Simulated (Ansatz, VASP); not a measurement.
**TaAs in VASP and in Ansatz**

```
Ta As
1.0
     0.00000    2.90145    2.90145
     2.90145    0.00000    2.90145
     2.90145    2.90145    0.00000
Ta As
1 1
Cartesian
  0.0000 0.0000 0.0000
  4.3522 4.3522 4.3522
```

Alike in both runs: functional PBE; k mesh 6 × 6 × 6; occupations gaussian, width 0.2 eV; no spin polarisation.

Ansatz relaxed the structure, and its values are those at the end. VASP's run is a single point on that final structure, the one shown.

|  | VASP | Ansatz |
| --- | --- | --- |
| version | VASP 6.6.1 | Ansatz 0.2.0 |
| potentials or method | VASP PAW PBE potentials, release 64 (Ta_pv, As), cutoff 500 eV | scalar-relativistic, plane waves, PAW |
| valence electrons in the cell | 16 | 28 |

|  | VASP | Ansatz | Ansatz less VASP |
| --- | --- | --- | --- |
| gap on the k mesh at the Fermi level (eV) | none | none | - |
| pressure (GPa) | 0.4 | 0.2 | -0.26 |

A gap of «none» marks a metal or a gap that the smearing closes. The functional is the same, so the differences come from potentials, cutoffs and numerics. VASP's potentials hold 16 valence electrons a cell and Ansatz's 28, so a difference there can come from the potentials and not from the codes.

Neither program's run includes spin-orbit coupling.
